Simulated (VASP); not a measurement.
Wanted: the native input for a VASP 6.6.1 run.

```
Task                   : relaxation of cell and atoms
Functional             : PBEsol
Dispersion             : D3(BJ)
Potentials or basis    : VASP PAW PBE potentials, release 64 (Cu)
Cutoff                 : 600 eV
k mesh                 : 16 × 16 × 16
Occupations            : fermi-dirac, width 0.1 eV
Spin                   : no spin polarisation
Dipole correction      : no
Further INCAR settings : ALGO = Normal; EDIFF = 1e-07; IBRION = 2; EDIFFG = -0.01; NSW = 80; ISIF = 3
```

The structure of Cu lies in POSCAR:

```
Cu
1.0
   -1.4427900000      1.4427900000      1.3760800000
    1.4427900000     -1.4427900000      1.3760800000
    1.4427900000      1.4427900000     -1.3760800000
Cu
1
Direct
    0.0000000000      0.0000000000      0.0000000000
```

The input as run:

INCAR

```
SYSTEM = Cu
  ALGO = Normal
  EDIFF = 1E-7
  EDIFFG = -0.01
  ENCUT = 600
  GGA = PS
  IBRION = 2
  ISIF = 3
  ISMEAR = -1
  IVDW = 12
  LASPH = .TRUE.
  LCHARG = .FALSE.
  LREAL = .FALSE.
  LWAVE = .FALSE.
  NELM = 60
  NSW = 80
  PREC = Accurate
  SIGMA = 0.1
```

KPOINTS

```
k-points
0
G
  16 16 16
  0 0 0
```

Potentials or basis: VASP PAW PBE potentials, release 64 (Cu).

Launch:

```bash
$ cat potpaw_PBE.64/Cu/POTCAR > POTCAR
$ mpirun -np 1 vasp_std > vasp.out
```

It gave:

```json
{"Relaxed volume": "10.90 Å³/atom", "Relaxed cell": "a = 2.421 Å, b = 2.421 Å, c = 2.421 Å, α = 108.21°, β = 108.21°, γ = 112.02°", "Space group after relaxing (to 0.1 Å)": "I4/mmm (No. 139)", "Energy gained by relaxing": "15.0 meV/atom", "Ionic steps": "3", "Pressure after relaxing": "0.0 GPa", "Band gap on the k mesh": "zero (an odd number of electrons rules out a gap without spin polarisation)", "Dispersion energy per atom": "-0.568 eV"}
```

Caveat: the PAW data sets were made with another functional, which shifts forces and pressure a little.

It took 2.2 min on 1 thread of Intel Xeon 8259CL (shared host), peak memory 0.19 GiB.
